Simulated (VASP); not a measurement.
Runs of VASP 6.6.1 on BeAg2. The structure is that of space group Fm-3m (No. 225), or close to it. The cells are those of the table. 

```csv
task,cell,k mesh,cutoff (eV),gap on the mesh (eV),pressure (GPa),relaxed volume (Å³/atom)
single point,"a = 4.089 Å, angles 60.0°, 3 atoms",6 × 6 × 6,520,none,-0.1,-
single point,"a = 4.085 Å, angles 60.0°, 3 atoms",14 × 14 × 14,520,none,0.0,-
single point,"a = 4.013 Å, angles 60.0°, 3 atoms",6 × 6 × 6,520,none,(a),-
relaxation of cell and atoms,"relaxed from a = 4.013 Å, angles 60.0°, 3 atoms",6 × 6 × 6,600,none,0.0,16.08
relaxation of cell and atoms,"relaxed from a = 4.089 Å, angles 60.0°, 3 atoms",14 × 14 × 14,600,none,0.0,16.06
```

Alike in all rows: level PBE; potentials or basis VASP PAW PBE potentials, release 64 (Be, Ag); no spin polarisation; smearing gaussian 0.1 eV.

Question: Fill in the values left out.

Answer: (a) 5.2.

Caveats: the cell stands under pressure (at least some runs).

A k mesh can miss the band edges, and the runs leave out spin-orbit coupling on Ag.

A gap of «none» marks levels without a gap at the run's occupations.
